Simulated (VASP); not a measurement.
Crystal: CuO.

```
CELL_PARAMETERS angstrom
1.99097 -2.15355 0.00000
1.99097 2.15355 0.00000
0.00000 0.00000 5.15593
ATOMIC_POSITIONS crystal
Cu 0.50000 0.00000 0.00000
Cu 0.00000 0.50000 0.50000
O 0.50000 0.50000 0.25000
O 0.50000 0.50000 0.75000
```

| Property | Result |
| --- | --- |
| Program | VASP 6.6.1 |
| Task | relaxation of cell and atoms |
| Functional | r2SCAN |
| Potentials or basis | VASP PAW PBE potentials, release 64 (Cu, O) |
| Cutoff | 600 eV |
| k mesh | 9 × 9 × 5 |
| Occupations | fermi-dirac, width 0.05 eV |
| Spin | no spin polarisation |

At the start: pressure -4.1 GPa; volume 11.05 Å³/atom.

Problem. How do energy, volume and symmetry change on relaxing?

Solution. Over 21 steps the energy falls by 4.9 meV/atom and the volume is 10.77 Å³/atom (-2.5 %); space group P4_2/mmc (No. 131, to 0.05 Å).

The path:
```tsv
step	energy change (eV)	largest force (eV/Å)	pressure (GPa)	volume (Å³)
1	0.0000	0.0000	-4.10	44.21
2	-0.0083	0.0000	2.92	42.43
3	-0.0145	0.0000	-0.04	43.12
4	-0.0145	0.0000	0.09	43.10
5	-0.0156	0.0000	0.04	43.05
6	-0.0163	0.0000	0.12	42.95
7	-0.0164	0.0000	0.16	42.96
8	-0.0166	0.0000	-0.10	43.04
9	-0.0168	0.0000	-0.61	43.18
10	-0.0169	0.0000	-0.59	43.18
11	-0.0171	0.0000	-0.58	43.18
12	-0.0175	0.0000	-0.57	43.19
13	-0.0182	0.0000	-0.49	43.20
14	-0.0189	0.0000	-0.32	43.22
15	-0.0190	0.0000	-0.27	43.23
16	-0.0192	0.0000	0.01	43.15
17	-0.0193	0.0000	0.30	43.06
18	-0.0194	0.0000	0.16	43.06
19	-0.0194	0.0000	0.12	43.07
20	-0.0194	0.0000	0.10	43.07
21	-0.0194	0.0000	0.03	43.09
```

Final structure:
```
Cu O
1.0
     2.03927   -2.05669    0.00000
     2.03927    2.05669    0.00000
     0.00000    0.00000    5.13730
Cu O
2 2
Direct
  0.50000 0.00000 0.00000
  0.00000 0.50000 0.50000
  0.50000 0.50000 0.25000
  0.50000 0.50000 0.75000
```

Caveat: the PAW data sets were made with another functional, which shifts forces and pressure a little.
